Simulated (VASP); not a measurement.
# Al12HO in VASP: single point with PBE+D3(BJ)

Aim: the single point of Al12HO with PBE+D3(BJ).

All numbers are computed with VASP 6.6.1; they aren't measurements. Logs are shortened: lines on timing, memory, paths and dates and some standing lists are left out, and cuts for length are marked.

## (1) The cell of the first run

The cell holds a slab with vacuum, 14 atoms: a = 5.728 Å, b = 5.728 Å, c = 17.677 Å, α = 90.00°, β = 90.00°, γ = 60.00°.

## (2) Single point, PBE+D3(BJ)

Contents of INCAR:

```
  PREC = Accurate
  ENCUT = 520
  EDIFF = 1E-7
  ISMEAR = 0
  SIGMA = 0.1
  LREAL = F
  LASPH = T
  NELM = 60
  ALGO = Normal
  ISIF = 2
  LWAVE = F
  LCHARG = F
  GGA = PE
  IVDW = 12
  NBANDS = 34
```

Contents of KPOINTS:

```
regular mesh
0
Gamma
  3 3 1
```

Contents of POSCAR:

```
Al12HO
1.0
    5.7275650000      0.0000000000      0.0000000000
    2.8637820000      4.9602170000      0.0000000000
    0.0000000000      0.0000000000     17.6765370000
Al O H
12 1 1
Direct
    0.1666667000      0.1666667000      0.0565722000
    0.6666667000      0.1666667000      0.0565722000
    0.1666667000      0.6666667000      0.0565722000
    0.6666667000      0.6666667000      0.0565722000
   -0.1559640658      0.3438819551      0.1879376236
    0.3459805153      0.3399749037      0.1877025196
   -0.1598731177      0.8458704375      0.1877419303
    0.3404792192      0.8402752551      0.1828142510
    0.0104176970     -0.0101223007      0.3181541244
    0.4801870115     -0.0200355457      0.3127053474
    0.0113902672      0.5111042394      0.3127006732
    0.4901457659      0.5101374722      0.3181350905
    0.7275193975      0.2267274189      0.3878656935
    0.7988303720      0.2980574768      0.4262187539
```

Potentials or basis: VASP PAW PBE potentials, release 64 (Al, O, H).

Launch:

```sh
$ cat potpaw_PBE.64/Al/POTCAR potpaw_PBE.64/O/POTCAR potpaw_PBE.64/H/POTCAR > POTCAR
$ mpirun -np 1 vasp_std > vasp.out
```

OUTCAR:

```text
PREC = Accurate
   ENCUT = 520
   EDIFF = 1E-7
   ISMEAR = 0
   LREAL = F
   LASPH = T
   NELM = 60
   ISIF = 2
   GGA = PE
   IVDW = 12
 IVDW          = 12

 ion  position               nearest neighbor table
   1  0.167  0.167  0.057-   8 2.76   5 2.82   3 2.86   3 2.86   2 2.86   2 2.86   4 2.86   4 2.86
                             6 2.90
   2  0.667  0.167  0.057-   6 2.81   7 2.81   4 2.86   4 2.86   1 2.86   1 2.86   3 2.86   3 2.86
                             5 2.91
   3  0.167  0.667  0.057-   8 2.82   6 2.83   7 2.83   1 2.86   1 2.86   4 2.86   4 2.86   2 2.86
                             2 2.86
   4  0.667  0.667  0.057-   8 2.76   5 2.82   2 2.86   2 2.86   3 2.86   3 2.86   1 2.86   1 2.86
                             7 2.90
   5  0.844  0.344  0.188-  11 2.76   1 2.82   4 2.82   7 2.86   6 2.86   6 2.86   7 2.86   8 2.87
                             8 2.87  12 2.90   9 2.90   2 2.91
   6  0.346  0.340  0.188-  11 2.76  12 2.78   2 2.81   3 2.83   7 2.83   8 2.85  10 2.85   5 2.86
                             5 2.86   8 2.88   7 2.90   1 2.90
   7  0.840  0.846  0.188-  11 2.76   9 2.78   2 2.81   3 2.83   6 2.83   8 2.85  10 2.85   5 2.86
                             5 2.86   8 2.88   6 2.90   4 2.90
   8  0.340  0.840  0.183-  10 2.68   4 2.76   1 2.76   3 2.82   6 2.85   7 2.85   5 2.87   5 2.87
                             7 2.88   6 2.88  12 2.90   9 2.90
   9  0.010  0.990  0.318-  13 1.95  10 2.66  11 2.74  12 2.75   7 2.78   5 2.90   8 2.90  12 2.98
                            11 2.99  10 3.07
  10  0.480  0.980  0.313-   9 2.66  12 2.66   8 2.68   7 2.85   6 2.85  11 2.88  11 2.88  12 3.07
                             9 3.07
  11  0.011  0.511  0.313-  12 2.74   9 2.74   5 2.76   7 2.76   6 2.76  10 2.88  10 2.88   9 2.99
                            12 2.99
  12  0.490  0.510  0.318-  13 1.95  10 2.66  11 2.74   9 2.75   6 2.78   5 2.90   8 2.90   9 2.98
                            11 2.99  10 3.07
  13  0.728  0.227  0.388-  14 0.98   9 1.95  12 1.95
  14  0.799  0.298  0.426-  13 0.98

  LATTYP: Found a hexagonal cell.
 ALAT       =     5.7275649303
 C/A-ratio  =     3.0862220185

  Lattice vectors:

 A1 = (  -2.8637820000,  -4.9602170000,   0.0000000000)
 A2 = (   5.7275650000,   0.0000000000,   0.0000000000)
 A3 = (   0.0000000000,   0.0000000000,  17.6765370000)

Analysis of symmetry for initial positions (statically):
=====================================================================
 Subroutine PRICEL returns:
 Original cell was already a primitive cell.

 Routine SETGRP: Setting up the symmetry group for a
 hexagonal supercell.

 Subroutine GETGRP returns: Found  1 space group operations
 (whereof  1 operations were pure point group operations)
 out of a pool of 24 trial point group operations.

The static configuration has the point symmetry C_1 .

Analysis of symmetry for dynamics (positions and initial velocities):
=====================================================================
 Subroutine PRICEL returns:
 Original cell was already a primitive cell.

 Routine SETGRP: Setting up the symmetry group for a
 hexagonal supercell.

 Subroutine GETGRP returns: Found  1 space group operations
 (whereof  1 operations were pure point group operations)
 out of a pool of 24 trial point group operations.

The dynamic configuration has the point symmetry C_1 .

 Subroutine INISYM returns: Found  1 space group operations
 (whereof  1 operations are pure point group operations),
 and found     1 'primitive' translations

----------------------------------------------------------------------------------------

                                     Primitive cell

  volume of cell :     502.1898

  direct lattice vectors                    reciprocal lattice vectors
     5.727565000  0.000000000  0.000000000     0.174594265 -0.100802024  0.000000000
     2.863782000  4.960217000  0.000000000     0.000000000  0.201604083  0.000000000
     0.000000000  0.000000000 17.676537000     0.000000000  0.000000000  0.056572167

  length of vectors
     5.727565000  5.727564930 17.676537000     0.201604081  0.201604083  0.056572167

  position of ions in fractional coordinates (direct lattice)
     0.166666700  0.166666700  0.056572200
     0.666666700  0.166666700  0.056572200
     0.166666700  0.666666700  0.056572200
     0.666666700  0.666666700  0.056572200
     0.844035934  0.343881955  0.187937624
     0.345980515  0.339974904  0.187702520
     0.840126882  0.845870437  0.187741930
     0.340479219  0.840275255  0.182814251
     0.010417697  0.989877699  0.318154124
     0.480187011  0.979964454  0.312705347
     0.011390267  0.511104239  0.312700673
     0.490145766  0.510137472  0.318135091
     0.727519398  0.226727419  0.387865693
     0.798830372  0.298057477  0.426218754

  ion indices of the primitive-cell ions
   primitive index   ion index
                 1           1
                 2           2
                 3           3
                 4           4
                 5           5
                 6           6
                 7           7
                 8           8
                 9           9
                10          10
                11          11
                12          12
                13          13
                14          14

----------------------------------------------------------------------------------------

 KPOINTS: regular mesh

Automatic generation of k-mesh.
 Grid dimensions read from file:
 generate k-points for:    3    3    1

 Generating k-lattice:

  Cartesian coordinates                     Fractional coordinates (reciprocal lattice)
     0.058198088 -0.033600675  0.000000000     0.333333333  0.000000000  0.000000000
     0.000000000  0.067201361  0.000000000     0.000000000  0.333333333  0.000000000
     0.000000000  0.000000000  0.056572167     0.000000000  0.000000000  1.000000000

  Length of vectors
     0.067201360  0.067201361  0.056572167

  Shift w.r.t. Gamma in fractional coordinates (k-lattice)
     0.000000000  0.000000000  0.000000000

 Subroutine IBZKPT returns following result:
 ===========================================

 Found      5 irreducible k-points:

 Following reciprocal coordinates:
            Coordinates               Weight
  0.000000  0.000000  0.000000      1.000000
  0.333333  0.000000  0.000000      2.000000
  0.333333  0.333333  0.000000      2.000000
  0.000000  0.333333  0.000000      2.000000
 -0.333333  0.333333  0.000000      2.000000
   k-points           NKPTS =      5   k-points in BZ     NKDIM =      5   number of bands    NBANDS=     34
   number of dos      NEDOS =    301   number of ions     NIONS =     14
   total plane-waves  NPLWV = 322560
   dimension x,y,z NGX =    48 NGY =   48 NGZ =  140
   dimension x,y,z NGXF=    96 NGYF=   96 NGZF=  280
   ions per type =              12   1   1
   NGX,Y,Z   is equivalent  to a cutoff of  13.93, 13.93, 13.17 a.u.
   NGXF,Y,Z  is equivalent  to a cutoff of  27.86, 27.86, 26.33 a.u.
 SYSTEM =  unknown system
   PREC   = accura    normal or accurate (medium, high low for compatibility)
   ISTART =      0    job   : 0-new  1-cont  2-samecut
   ICHARG =      2    charge: 1-file 2-atom 10-const
   ISPIN  =      1    spin polarized calculation?
   LNONCOLLINEAR =      F non collinear calculations
   LSORBIT =      F    spin-orbit coupling
   LASPH  =      T    aspherical Exc in radial PAW
   ENCUT  =  520.0 eV  38.22 Ry    6.18 a.u.  10.65 10.65 32.87*2*pi/ulx,y,z
   NELM   =     60;   NELMIN=  2; NELMDL= -5     # of ELM steps
   EDIFF  = 0.1E-06   stopping-criterion for ELM
   LREAL  =      F    real-space projection
   EDIFFG = 0.1E-05   stopping-criterion for IOM
   NSW    =      0    number of steps for IOM
   IBRION =     -1    ionic relax: 0-MD 1-quasi-New 2-CG
   NFREE  =      0    steps in history (QN), initial steepest desc. (CG)
   ISIF   =      2    stress and relaxation
   ISYM   =      2    0-nonsym 1-usesym 2-fastsym
   POTIM  = 0.5000    time-step for ionic-motion
   TEBEG  =    0.0;   TEEND  =   0.0 temperature during run
   PSTRESS=    0.0 pullay stress
   NELECT =      43.0000    total number of electrons
   NUPDOWN=      -1.0000    fix difference up-down
   EMIN   =  10.00;   EMAX   =-10.00  energy-range for DOS
   EFERMI =   0.00;   METHOD = LEGACY
   ISMEAR =     0;   SIGMA  =   0.10  broadening in eV -4-tet -1-fermi 0-gaus
   EFERMI_NEDOS =   21; number of points for ismear=-14 and -15
   IALGO  =     38    algorithm
   IMIX   =      4    mixing-type and parameters
     AMIX     =   0.40;   BMIX     =  1.00
     AMIX_MAG =   1.60;   BMIX_MAG =  1.00
  volume/ion in A,a.u.               =      35.87       242.07
  Fermi-wavevector in a.u.,A,eV,Ry     =   0.721564  1.363559  7.083941  0.520655
  Thomas-Fermi vector in A             =   1.811304
   LORBIT       =      0    0 simple, 1 ext, 2 COOP (PROOUT), +10 PAW based schemes
   GGA     = PE    functional components
   LHFCALC =     F    Hartree Fock is set to
   AEXX    =    0.0000 exact exchange contribution
   IVDW    =    12    specifies the selected vdW correction
   LEPSILON=     F    determine dielectric tensor
   LRPA    =     F    only Hartree local field effects (RPA)
 non-spin polarized calculation
 Gauss-broadening in eV      SIGMA  =   0.10
  energy-cutoff  :      520.00
  volume of cell :      502.19
 maximum number of plane-waves:     13577
 NGX is ok and might be reduce to    42
   NGX = 21   NGY = 21   NGZ = 65

 number of electron      42.9999999 magnetization

 Free energy of the ion-electron system (eV)
  ---------------------------------------------------
  ext. energy  EPLUGINS =         0.00000000
  ---------------------------------------------------
  free energy    TOTEN  =       -53.74459229 eV

  energy without entropy =      -53.72148324  energy(sigma->0) =      -53.73303776

 E-fermi :   1.1734     XC(G=0):  -5.1870

 val. band max:        1.0604202873   @ k =   0.3333   0.3333   0.0000
 cond. band min:       1.2403711039   @ k =   0.3333   0.0000   0.0000
 fundamental gap:      0.1799508166
 Fermi energy:         1.1733802612

 k-point     1 :       0.0000    0.0000    0.0000
  band No.  band energies     occupation
      1     -20.7016      2.00000
      2      -9.4707      2.00000
      3      -8.4881      2.00000
      4      -7.2683      2.00000
      5      -5.7932      2.00000
      6      -4.9693      2.00000
[... 25 lines left out ...]
     32       4.4565      0.00000
     33       4.5935      0.00000

 k-point     2 :       0.3333    0.0000    0.0000
  band No.  band energies     occupation
      1     -20.7003      2.00000
      2      -8.9367      2.00000
      3      -8.3135      2.00000
      4      -7.0436      2.00000
      5      -6.5795      2.00000
      6      -5.8097      2.00000
[... 25 lines left out ...]
     32       4.4194      0.00000
     33       4.5901      0.00000

 k-point     3 :       0.3333    0.3333    0.0000
  band No.  band energies     occupation
      1     -20.7004      2.00000
      2      -8.9534      2.00000
      3      -8.3098      2.00000
      4      -6.8943      2.00000
      5      -6.5944      2.00000
      6      -5.9134      2.00000
[... 25 lines left out ...]
     32       4.4112      0.00000
     33       4.5845      0.00000

 k-point     4 :       0.0000    0.3333    0.0000
  band No.  band energies     occupation
      1     -20.7003      2.00000
      2      -8.9368      2.00000
      3      -8.3135      2.00000
      4      -7.0435      2.00000
      5      -6.5793      2.00000
      6      -5.8100      2.00000
[... 25 lines left out ...]
     32       4.4189      0.00000
     33       4.5899      0.00000

 k-point     5 :      -0.3333    0.3333    0.0000
  band No.  band energies     occupation
      1     -20.6996      2.00000
      2      -8.6393      2.00000
      3      -7.5647      2.00000
      4      -7.4177      2.00000
      5      -7.1099      2.00000
      6      -6.2633      2.00000
[... 25 lines left out ...]
     32       4.3999      0.00000
     33       4.5412      0.00000
 [bands above 33 left out]

------------------------ aborting loop because EDIFF is reached ----------------------------------------

 Edisp (eV)   -2.92814

 E8    (eV) :    -1.3441

  FORCE on cell =-STRESS in cart. coord.  units (eV):
  Direction    XX          YY          ZZ          XY          YZ          ZX
  --------------------------------------------------------------------------------------
  -------------------------------------------------------------------------------------
  Total      -3.78450    -4.24222    -0.07559     0.38991     0.02857     0.02449
  in kB     -12.07400   -13.53430    -0.24116     1.24397     0.09114     0.07814
  external pressure =       -8.62 kB  Pullay stress =        0.00 kB

 VOLUME and BASIS-vectors are now :
 -----------------------------------------------------------------------------
  energy-cutoff  :      520.00
  volume of cell :      502.19
      direct lattice vectors                 reciprocal lattice vectors
     5.727565000  0.000000000  0.000000000     0.174594265 -0.100802024  0.000000000
     2.863782000  4.960217000  0.000000000     0.000000000  0.201604083  0.000000000
     0.000000000  0.000000000 17.676537000     0.000000000  0.000000000  0.056572167

 POSITION                                       TOTAL-FORCE (eV/Angst)
 -----------------------------------------------------------------------------------
      1.43189      0.82670      1.00000        -0.143294      0.110701     -0.091602
      4.29567      0.82670      1.00000         0.057797      0.032961      0.249168
      2.86378      3.30681      1.00000         0.059576      0.034706     -0.062100
      5.72756      3.30681      1.00000         0.025128     -0.179999     -0.091728
      5.81907      1.70573      3.32209        -0.000205     -0.000008     -0.000493
      2.95524      1.68635      3.31793         0.000615      0.001279     -0.000653
      7.23427      4.19570      3.31863         0.001004     -0.000160     -0.002589
      4.35648      4.16795      3.23152         0.002368      0.002137     -0.001678
      2.89446      4.91001      5.62386        -0.005995     -0.008763     -0.004084
      5.55671      4.86084      5.52755         0.005493      0.003102      0.002613
      1.52893      2.53519      5.52747         0.001720      0.001165     -0.000024
      4.26826      2.53039      5.62353        -0.007020     -0.007821      0.001844
      4.81621      1.12462      6.85612        -0.033844     -0.011109     -0.059761
      5.42892      1.47843      7.53407         0.036655      0.021809      0.061090
 -----------------------------------------------------------------------------------
    total drift:                                0.000291      0.000198     -0.000229

  FREE ENERGIE OF THE ION-ELECTRON SYSTEM (eV)
  ---------------------------------------------------
  free  energy   TOTEN  =       -56.6727328496 eV

  energy  without entropy=      -56.6496237985  energy(sigma->0) =      -56.66117832
```

It took 3.8 min on 1 thread of Intel Xeon Platinum 8488C (Sapphire Rapids), shared host; peak memory 0.68 GiB.

What came out:

```yaml
Free_energy: -56.6727 eV
Largest_force: 0.258 eV/Å
Dispersion_energy_per_atom: -0.209 eV
```

Forces on the atoms (eV/Å):
```
Al  -0.143  0.111 -0.092
Al   0.058  0.033  0.249
Al   0.060  0.035 -0.062
Al   0.025 -0.180 -0.092
Al   0.000  0.000  0.000
Al   0.001  0.001 -0.001
Al   0.001  0.000 -0.003
Al   0.002  0.002 -0.002
Al  -0.006 -0.009 -0.004
Al   0.005  0.003  0.003
Al   0.002  0.001  0.000
Al  -0.007 -0.008  0.002
O   -0.034 -0.011 -0.060
H    0.037  0.022  0.061
```

Caveat: the k points lie up to 0.42 Å⁻¹ apart; an odd number of electrons without spin polarisation forces a metal; a magnetic or distorted state may lie lower.
